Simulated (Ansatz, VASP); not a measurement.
**C: VASP beside Ansatz**

Contents of INCAR:

```
PREC = Accurate
ENCUT = 520
EDIFF = 1E-7
ISMEAR = 0
SIGMA = 0.05
LREAL = False
LASPH = True
NELM = 100
ALGO = Normal
ISIF = 2
LWAVE = False
LCHARG = False
GGA = PE
IVDW = 12
NBANDS = 31
```

The input KPOINTS:

```
regular mesh
0
Gamma
  7 11 3
```

The input POSCAR:

```
C
1.0
    0.0000000000      1.4231666446     -3.3613878322
   -2.4649969361      0.0000000000      0.0000000000
    1.6433312908     11.3295073895      3.5809202707
C
10
Direct
    0.4673552863      0.0800743440      0.7201115161
    0.7592009385      0.6369142570      0.0553713855
    0.9362395255      0.2477042788      0.2215564182
    0.1132781124      0.8584943005      0.3877414508
    0.2903166994      0.4692843223      0.5539264834
    0.8178376484      0.1738757647      0.1108136471
   -0.0051237646      0.7846657865      0.2769986797
    0.1719148224      0.3954558082      0.4431837123
    0.3489534093      1.0062458300      0.6093687450
    0.5259919963      0.6170358517      0.7755537776
```

Input for Ansatz:

```yaml
crystal:
  lattice:
    - [0.0, 1.4231666446, -3.3613878322]
    - [-2.4649969361, 0.0, 0.0]
    - [1.6433312908, 11.3295073895, 3.5809202707]
  atoms:
    - { symbol: C, position: [0.4673552863, 0.080074344, 0.7201115161] }
    - { symbol: C, position: [0.7592009385, 0.636914257, 0.0553713855] }
    - { symbol: C, position: [0.9362395255, 0.2477042788, 0.2215564182] }
    - { symbol: C, position: [0.1132781124, 0.8584943005, 0.3877414508] }
    - { symbol: C, position: [0.2903166994, 0.4692843223, 0.5539264834] }
    - { symbol: C, position: [0.8178376484, 0.1738757647, 0.1108136471] }
    - { symbol: C, position: [-0.0051237646, 0.7846657865, 0.2769986797] }
    - { symbol: C, position: [0.1719148224, 0.3954558082, 0.4431837123] }
    - { symbol: C, position: [0.3489534093, 1.00624583, 0.609368745] }
    - { symbol: C, position: [0.5259919963, 0.6170358517, 0.7755537776] }
basis:
  ecutwfc: 520.0
kpoints:
  mp_grid: { grid: [7, 11, 3] }
hamiltonian:
  xc: pbe
  dispersion: d3bj
scf:
  occupations: { method: gaussian, width: 0.05 }
output:
  forces: true
  stress: true
  eigenvalues: true
  write_density: true
  write_potential: true
  elf: true
  volumetric_format: npy
```

Alike in both runs: task single point; functional PBE; dispersion D3(BJ); k mesh 7 × 11 × 3; occupations gaussian, width 0.05 eV; no spin polarisation.

|  | VASP | Ansatz |
| --- | --- | --- |
| version | VASP 6.6.1 | Ansatz 0.2.0 |
| potentials or method | VASP PAW PBE potentials, release 64 (C), cutoff 520 eV | scalar-relativistic, plane waves, PAW |
| valence electrons in the cell | 40 | 40 |

VASP gave:

```
gap on the k mesh at the Fermi level (eV)                     : none
pressure (GPa)                                                : -1.5
traceless stress, the component that is largest in VASP (GPa) : -1.35
rms of the force components (eV/Å)                            : 0.713
```

Problem. Estimate Ansatz's values.

Solution. gap on the k mesh at the Fermi level (eV): none; pressure (GPa): -1.9; traceless stress, the component that is largest in VASP (GPa): -1.52; rms of the force components (eV/Å): 0.716.

Atom by atom the forces differ by 0.012 eV/Å (rms over components). A gap of «none» marks a metal or a gap that the smearing closes.
